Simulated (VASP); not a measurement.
A run of VASP 6.6.1:

INCAR

```
SYSTEM = CO2
ALGO     = Normal         ! electronic algorithm
EDIFF    = 1E-7           ! SCF threshold, eV
ENCUT    = 520            ! plane-wave cutoff, eV
GGA      = PS             ! functional
ISIF     = 2              ! what is computed and relaxed
ISMEAR   = -1             ! smearing method
LASPH    = .TRUE.         ! aspherical terms in the spheres
LCHARG   = .TRUE.         ! write CHGCAR
LELF     = .TRUE.         ! ELF
LREAL    = .FALSE.        ! projectors in reciprocal space
LVHAR    = .TRUE.       
LWAVE    = .FALSE.        ! write WAVECAR
NBANDS   = 25             ! bands
NELM     = 80             ! most SCF steps
PREC     = Accurate       ! precision mode
SIGMA    = 0.03           ! smearing width, eV
```

File KPOINTS:

```
k-points
0
G
  4 4 6
  0 0 0
```

Contents of POSCAR:

```
CO2
1.0
    5.0216680286      0.0000000000      0.0000000000
    0.0000000000      5.0714494754      0.0000000000
    0.0000000000      0.0000000000      2.1368881097
C O
2 4
Direct
    0.5000000000      0.5000000000      0.5000000000
    0.0000000000      0.0000000000      0.0000000000
    0.8585786439      0.1369560127      0.5000000000
    0.1414213561      0.8630439873      0.5000000000
    0.3585786439      0.3630439873      0.0000000000
    0.6414213561      0.6369560127      0.0000000000
```

Potentials or basis: VASP PAW PBE potentials, release 64 (C, O).

Launch:

```console
$ cat potpaw_PBE.64/C/POTCAR potpaw_PBE.64/O/POTCAR > POTCAR
$ mpirun -np 1 vasp_std > vasp.out
```

Hardware: 1 thread of Intel Xeon 8259CL (shared host).

**Question.** How long does it take, and how much memory?

**Answer.** Wall time 49 s on 1 thread of Intel Xeon 8259CL, on a shared host, peak memory 0.18 GiB. Counts: scf iterations 14, k points 36.
